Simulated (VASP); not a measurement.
W, 1 atom in the cell. The structure is cubic, space group Im-3m (No. 229). Conventional cell: a = 3.119 Å, b = 3.119 Å, c = 3.119 Å, α = 90.00°, β = 90.00°, γ = 90.00°. Within 3.6 Å of W (site symmetry m-3m) lie 14 W at 2.70 to 3.12 Å. 

```yaml
Program: VASP 6.6.1
Task: single point
Functional: PBE
Potentials_or_basis: VASP PAW PBE potentials, release 64 (W_sv)
Cutoff: 520 eV
k_mesh: 48 × 48 × 48
Occupations: fermi-dirac, width 0.0612256 eV
Spin: no spin polarisation
Dipole_correction: no
Further_INCAR_settings: ALGO = Normal; EDIFF = 1e-06; NBANDS = 13
```

Potentials or basis: VASP PAW PBE potentials, release 64 (W_sv).

Command:

```sh
$ cat potpaw_PBE.64/W_sv/POTCAR > POTCAR
$ mpirun -np 1 vasp_std > vasp.out
```

Hardware: 1 thread of Oxide Virtual Turin-like Processor, with other jobs on the host.

Q: Estimate the wall time of this run.

A: It took 3.4 min on 1 thread of Oxide Virtual Turin-like Processor (shared host), peak memory 0.53 GiB. Counts: scf iterations 11, k points 2769.
